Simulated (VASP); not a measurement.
**SnO: electric field gradients with LDA**

SnO:

```
Sn O
1.0
     3.72439    0.00000    0.00000
     0.00000    3.72439    0.00000
     0.00000    0.00000    4.73728
Sn O
2 2
Direct
  0.00000 0.50000 0.23850
  0.50000 0.00000 0.76150
  0.00000 0.00000 0.00000
  0.50000 0.50000 0.00000
```

This cell differs from its parent crystal: volume scaled by 0.94.

```
Program                : VASP 6.6.1
Task                   : electric field gradients
Functional             : LDA
Potentials or basis    : VASP PAW LDA potentials, release 64 (Sn_d, O)
Cutoff                 : 520 eV
k mesh                 : 6 × 6 × 5
Occupations            : fermi-dirac, width 0.02 eV
Spin                   : no spin polarisation
Dipole correction      : no
Further INCAR settings : ALGO = Normal; EDIFF = 1e-08; NBANDS = 28
```

```
Pressure               : 3.9 GPa
Largest force          : 0.824 eV/Å
Band gap on the k mesh : zero (band 20 reaches 7.82 eV, above the bottom of band 21 at 7.70 eV)
```

Forces on the atoms (eV/Å):
```
Sn   0.000  0.000  0.824
Sn   0.000  0.000 -0.824
O    0.000  0.000  0.000
O    0.000  0.000  0.000
```

Stress tensor (GPa, compression positive):
```
4.35 0.00 0.00
0.00 4.35 0.00
0.00 0.00 3.12
```

Levels at points of the mesh, in eV from the Fermi level:
```csv
k point,band 17,band 18,band 19,band 20,band 21,band 22,band 23,band 24
"(0.00, 0.00, 0.00)",-3.88,-3.57,-3.57,0.04,2.24,4.22,4.75,4.75
"(0.50, 0.00, 0.00)",-5.38,-5.38,-2.98,-2.98,3.27,3.27,6.05,6.05
"(0.50, 0.50, 0.00)",-2.86,-2.86,-1.96,-1.96,-0.08,-0.08,4.34,4.34
```

Electric field gradients, principal values (V/Å²):
```csv
atom,least,middle,greatest (by size)
1 Sn,86.070,86.070,-172.140
2 Sn,86.070,86.070,-172.140
3 O,-1.594,-1.594,3.189
4 O,-1.594,-1.594,3.189
```

Run time: 24 s on 1 thread of Intel(R) Xeon(R) 6975P-C (Granite Rapids), with other jobs on the host, peak memory 0.17 GiB.

Caveat: without QUAD_EFG the Cq values of the log hold for a quadrupole moment of 1 mb, not for the nuclei; spin-orbit coupling is left out, which moves the levels of the heavy elements.
